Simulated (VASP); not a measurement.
Set up this calculation in VASP 6.6.1, as the native input.

```
Task                   : single point
Functional             : PBE
Potentials or basis    : VASP PAW PBE potentials, release 64 (Si, Sn_d)
Cutoff                 : 400 eV
k mesh                 : 1 × 1 × 1, shifted
Occupations            : fermi-dirac, width 0.1034 eV
Spin                   : no spin polarisation
Dipole correction      : no
Mended                 : yes
Further INCAR settings : LREAL = Auto; ALGO = Normal; EDIFF = 1e-06; NBANDS = 66; ISYM = -1
```

The structure of Si5Sn lies in POSCAR:

```
Si5Sn
1.0
    7.5203950000     -0.0852670000     -0.0251750000
   -0.0852670000      6.9258340000      0.0495830000
   -0.0251750000      0.0495830000      7.2173390000
Si Sn
15 3
Direct
    0.6089278169      0.3543549678      0.5359652325
    0.2705939978      0.8718104353      0.5368853018
    0.1219936396      0.7268843648      0.1598851159
    0.4268328870      0.6894690429      0.0694718059
    0.8553776053      0.1693794662      0.6943391171
    0.3004836806      0.2283163433      0.3715638225
    0.8204489215      0.8491906082      0.9778761097
    0.9646339439      0.0292595182      0.2515756687
    0.9208736641      0.8655929722      0.5534134254
   -0.0012784656      0.4991097917      0.8790800119
    0.5289236804      0.7231395410      0.3869736791
    0.0677105454      0.1493791529      0.9499477503
    0.7344616511      0.6357059605      0.6800392587
    0.2509901116      0.8589839528      0.8509551338
    0.5507702216      0.9356409341      0.8160605669
    0.8839885858      0.3885194544      0.2700080255
    0.5338602102      0.0534283167      0.1889963593
    0.3529411726      0.3813624548      0.7713365271
```

The input as run:

INCAR

```
SYSTEM = Si5Sn
PREC = Accurate
ENCUT = 400
EDIFF = 1E-6
ISMEAR = -1
SIGMA = 0.1034
LREAL = Auto
LASPH = .True.
NELM = 120
ALGO = Normal
ISIF = 2
LWAVE = .False.
LCHARG = .True.
GGA = PE
LELF = .True.
LVHAR = .True.
ISYM = -1
NBANDS = 66
GGA_COMPAT = .False.
```

KPOINTS

```
explicit points
1
Reciprocal
  0.25000000   0.25000000   0.25000000 1
```

Potentials or basis: VASP PAW PBE potentials, release 64 (Si, Sn_d).

Command:

```console
$ cat potpaw_PBE.64/Si/POTCAR potpaw_PBE.64/Sn_d/POTCAR > POTCAR
$ mpirun -np 1 vasp_std > vasp.out
```

It gave:

```json
{
  "Pressure": "-0.4 GPa",
  "Largest force": "1.981 eV/Å"
}
```

Caveat: the atoms stand as in a frame of molecular dynamics.

Run time: 37 s on 1 thread of Intel(R) Xeon(R) Platinum 8488C (Sapphire Rapids), on a shared host, peak memory 0.31 GiB.
